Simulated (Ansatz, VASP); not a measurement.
Two plane-wave programs on Hg

```
Hg
1.0
     1.73000    0.99882    2.23400
    -1.73000    0.99882    2.23400
     0.00000   -1.99763    2.23400
Hg
1
Direct
  0.00000 0.00000 0.00000
```

Alike in both runs: task electric field gradients; functional PBE; k mesh 15 × 15 × 15; occupations fermi-dirac, width 0.03 eV; no spin polarisation.

|  | VASP | Ansatz |
| --- | --- | --- |
| version | VASP 6.6.1 | Ansatz 0.2.0 |
| potentials or method | VASP PAW PBE potentials, release 64 (Hg) | PAW with Ansatz's default frozen-core files, scalar-relativistic |
| plane-wave cutoff (eV) | 520 | 420 |
| valence electrons in the cell | 12 | 20 |

```tsv
	VASP	Ansatz	Ansatz less VASP
pressure (GPa)	6.4	6.0	-0.45
traceless stress, the component that is largest in VASP (GPa)	0.43	0.25	-0.179
size of Vzz on the site where it differs most (V/Å²)	142.7	118.2	-24.54
```

With one functional, cell and mesh, what is left measures potentials, basis and numerics. VASP's potentials hold 12 valence electrons a cell and Ansatz's 20, so a difference there can come from the potentials and not from the codes.

Spin-orbit coupling is off throughout.
